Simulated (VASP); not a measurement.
A run of VASP 6.6.1:

Contents of INCAR:

```
PREC = Accurate ; ENCUT = 520
EDIFF = 1E-7 ; ISMEAR = 0
SIGMA = 0.15 ; LREAL = F
LASPH = T ; NELM = 100
ALGO = Normal ; ISIF = 2
LWAVE = F ; LCHARG = F
NBANDS = 17
```

File KPOINTS:

```
Automatic mesh
0
Gamma
  18 18 18
```

POSCAR

```
TiSi2
1.0
   -1.4540925019      1.6852182440      4.1375118505
    1.4540925019     -1.6852182440      4.1375118505
    1.4540925019      1.6852182440     -4.1375118505
Ti Si
1 2
Direct
    0.0000000000      0.0000000000      0.0000000000
    0.3188444216      0.3188444216      0.0000000000
    0.6811555784      0.6811555784      0.0000000000
```

Potentials or basis: VASP PAW LDA potentials, release 64 (Ti_sv, Si).

The run is started by

```sh
$ cat potpaw_LDA.64/Ti_sv/POTCAR potpaw_LDA.64/Si/POTCAR > POTCAR
$ mpirun -np 1 vasp_std > vasp.out
```

Hardware: 1 thread of Intel Xeon 8259CL, on a shared host.

**Question.** How long does it take, and how much memory?

**Answer.** It took 23 min on 1 thread of Intel Xeon 8259CL, on a shared host, peak memory 0.64 GiB. Counts: scf iterations 15, k points 865.
